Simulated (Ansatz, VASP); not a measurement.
**One calculation of TiPb, two programs**

```
CELL_PARAMETERS angstrom
1.58596 0.91565 5.05157
-1.58596 0.91565 5.05157
0.00000 -1.83131 5.05157
ATOMIC_POSITIONS crystal
Ti 0.00000 0.00000 0.00000
Pb 0.50000 0.50000 0.50000
```

Alike in both runs: task single point; functional PBE; k mesh 6 × 6 × 6; occupations gaussian, width 0.1 eV; no spin polarisation.

|  | VASP | Ansatz |
| --- | --- | --- |
| version | VASP 6.6.1 | Ansatz 0.2.0 |
| potentials or method | VASP PAW PBE potentials, release 64 (Ti_sv, Pb_d), cutoff 500 eV | scalar-relativistic, plane waves, PAW |
| valence electrons in the cell | 26 | 26 |

Ansatz gave:

| Item | Value |
| --- | --- |
| gap on the k mesh at the Fermi level (eV) | none |
| pressure (GPa) | 0.1 |
| traceless stress, the component that is largest in VASP (GPa) | -5.90 |

**Question.** What did VASP give for the same quantities?

**Answer.** gap on the k mesh at the Fermi level (eV): none; pressure (GPa): 0.1; traceless stress, the component that is largest in VASP (GPa): -5.88.

A gap of «none» marks a metal or a gap that the smearing closes. With one functional, cell and mesh, what is left measures potentials, basis and numerics.

The k mesh is coarse, so the values compare programs but aren't converged. Neither program's run includes spin-orbit coupling.
